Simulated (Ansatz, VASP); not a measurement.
**One calculation of Ti4Hg3PbO12, two programs**

```
CELL_PARAMETERS angstrom
-3.85190 3.85190 3.85190
3.85190 -3.85190 3.85190
3.85190 3.85190 -3.85190
ATOMIC_POSITIONS crystal
Pb 0.00000 0.00000 0.00000
Hg 0.00000 0.50000 0.50000
Hg 0.50000 0.00000 0.50000
Hg 0.50000 0.50000 0.00000
Ti 0.50000 0.50000 0.50000
Ti 0.00000 0.00000 0.50000
Ti 0.50000 0.00000 0.00000
Ti 0.00000 0.50000 0.00000
O 0.92068 0.20586 0.71481
O 0.07932 0.79414 0.28519
O 0.49105 0.20586 0.28519
O 0.50895 0.79414 0.71481
O 0.71481 0.92068 0.20586
O 0.28519 0.07932 0.79414
O 0.28519 0.49105 0.20586
O 0.71481 0.50895 0.79414
O 0.20586 0.71481 0.92068
O 0.79414 0.28519 0.07932
O 0.20586 0.28519 0.49105
O 0.79414 0.71481 0.50895
```

Alike in both runs: functional PBEsol; k mesh 6 × 6 × 6; occupations gaussian, width 0.02 eV; no spin polarisation.

Ansatz relaxed the structure, and its values are those at the end. VASP's run is a single point on that final structure, the one shown.

```csv
,VASP,Ansatz
version,VASP 6.6.1,Ansatz 0.2.0
potentials or method,"VASP PAW PBE potentials, release 64 (Pb_d, Hg, Ti_sv, O), cutoff 520 eV","scalar-relativistic, plane waves, PAW"
valence electrons in the cell,170,194
```

|  | VASP | Ansatz | Ansatz less VASP |
| --- | --- | --- | --- |
| gap on the k mesh at the Fermi level (eV) | 1.63 | 1.65 | +0.014 |
| least direct gap on the mesh (eV) | 1.63 | 1.65 | +0.014 |
| pressure (GPa) | 0.9 | 0.0 | -0.92 |
| rms of the force components (eV/Å) | 0.022 | 0.000 | -0.0219 |

VASP's potentials were made for PBE, not for PBEsol. With one functional, cell and mesh, what is left measures potentials, basis and numerics. VASP's potentials hold 170 valence electrons a cell and Ansatz's 194, so a difference there can come from the potentials and not from the codes.

Spin-orbit coupling is off throughout.
